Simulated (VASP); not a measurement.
Wanted: the native input for a VASP 6.6.1 run.

* Task: density of states
* Functional: PBE
* Potentials or basis: VASP PAW PBE potentials, release 64 (Li_sv, Si)
* Cutoff: 520 eV
* k mesh: 8 × 8 × 8
* Occupations: gaussian, width 0.1 eV
* Spin: no spin polarisation
* Dipole correction: no
* k mesh for the DOS: 12 × 12 × 12
* Occupations for the DOS: tetrahedron
* Further INCAR settings: ALGO = Normal; EDIFF = 1e-06; NBANDS = 22

Crystal: Li7Si.

```xyz
8
Lattice="-3.2113 3.2113 3.2113 3.2113 -3.2113 3.2113 3.2113 3.2113 -3.2113" Properties=species:S:1:pos:R:3 pbc="T T T"
Li    3.2113    0.0000    0.0000
Li    0.0000    0.0000    3.2113
Li    0.0000    3.2113    0.0000
Li    1.6057    1.6057   -1.6057
Li    1.6057   -1.6057    1.6057
Li   -1.6057    1.6057    1.6057
Li    1.6057    1.6057    1.6057
Si    0.0000    0.0000    0.0000
```

One way to write it, as run:

POSCAR

```
Li7Si
1.0
   -3.2113367890      3.2113367890      3.2113367890
    3.2113367890     -3.2113367890      3.2113367890
    3.2113367890      3.2113367890     -3.2113367890
Li Si
7 1
Direct
    0.0000000000      0.5000000000      0.5000000000
    0.5000000000      0.5000000000      0.0000000000
    0.5000000000      0.0000000000      0.5000000000
    0.0000000000      0.0000000000      0.5000000000
    0.0000000000      0.5000000000      0.0000000000
    0.5000000000      0.0000000000      0.0000000000
    0.5000000000      0.5000000000      0.5000000000
    0.0000000000      0.0000000000      0.0000000000
```

INCAR.step1

```
  PREC = Accurate
  ENCUT = 520
  EDIFF = 1E-6
  ISMEAR = 0
  SIGMA = 0.1
  LREAL = F
  LASPH = T
  NELM = 100
  ALGO = Normal
  ISIF = 2
  LWAVE = F
  LCHARG = T
  GGA = PE
  NBANDS = 22
```

KPOINTS.step1

```
regular mesh
0
Gamma
  8 8 8
```

INCAR.step2

```
  PREC = Accurate
  ENCUT = 520
  EDIFF = 1E-6
  ISMEAR = -5
  SIGMA = 0.1
  LREAL = F
  LASPH = T
  NELM = 100
  ALGO = Normal
  ISIF = 2
  LWAVE = F
  LCHARG = F
  GGA = PE
  LORBIT = 11
  NBANDS = 22
  NEDOS = 1001
  ICHARG = 11
```

KPOINTS.step2

```
regular mesh
0
Gamma
  12 12 12
```

Potentials or basis: VASP PAW PBE potentials, release 64 (Li_sv, Si).

Command:

```sh
$ cat potpaw_PBE.64/Li_sv/POTCAR potpaw_PBE.64/Si/POTCAR > POTCAR
$ cp INCAR.step1 INCAR
$ cp KPOINTS.step1 KPOINTS
$ mpirun -np 1 vasp_std > vasp.out
$ cp INCAR.step2 INCAR
$ cp KPOINTS.step2 KPOINTS
$ mpirun -np 1 vasp_std > vasp.out
```

It gave:

```json
{"Valence electrons inside the program's atomic spheres": "Li 2.09; Si 1.55"}
```

It took 3.4 min on 1 thread of Intel(R) Xeon(R) Platinum 8259CL CPU @ 2.50GHz (Skylake/Cascade Lake), on a shared host, peak memory 0.33 GiB.
